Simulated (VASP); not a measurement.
Runs of VASP 6.6.1 on AgBr. The structure is that of space group Fm-3m (No. 225), or close to it. The cells are those of the table. 

```tsv
task	cell	cutoff (eV)	smearing	gap on the mesh (eV)	pressure (GPa)
relaxation of the atoms	atoms relaxed from a = 3.768 Å, angles 60.0°, 2 atoms	450	fermi-dirac 0.03 eV	0.84	22.2
single point	a = 4.059 Å, angles 60.0°, 2 atoms	500	fermi-dirac 0.03 eV	0.72	2.3
electric field gradients	a = 3.516 Å, angles 60.0°, 2 atoms	400	tetrahedron	0.64	67.3
single point	a = 3.768 Å, angles 60.0°, 2 atoms	500	fermi-dirac 0.03 eV	0.84	22.2
electric field gradients	a = 3.768 Å, angles 60.0°, 2 atoms	400	fermi-dirac 0.03 eV	0.84	22.0
electric field gradients	a = 3.919 Å, angles 60.0°, 2 atoms	400	fermi-dirac 0.03 eV	0.73	9.0
single point	a = 3.516 Å, angles 60.0°, 2 atoms	500	fermi-dirac 0.03 eV	0.64	(a)
relaxation of the atoms	atoms relaxed from a = 4.059 Å, angles 60.0°, 2 atoms	450	fermi-dirac 0.03 eV	0.72	2.3
electric field gradients	a = 3.516 Å, angles 60.0°, 2 atoms	400	fermi-dirac 0.03 eV	0.64	67.3
relaxation of the atoms	atoms relaxed from a = 3.919 Å, angles 60.0°, 2 atoms	450	fermi-dirac 0.03 eV	0.73	9.2
```

Alike in all rows: level PBE; potentials or basis VASP PAW PBE potentials, release 64 (Ag, Br); no spin polarisation; k mesh 9 × 9 × 9.

Question: Fill in the values left out.

Answer: (a) 67.6.

Caveats: an odd mesh through Γ misses points on the zone boundary, where band edges can lie; the cell stands under pressure (at least some runs); the relaxation stopped at its first step, so nothing moved (at least some runs).

A k mesh can miss the band edges, and the runs leave out spin-orbit coupling on Ag, Br.
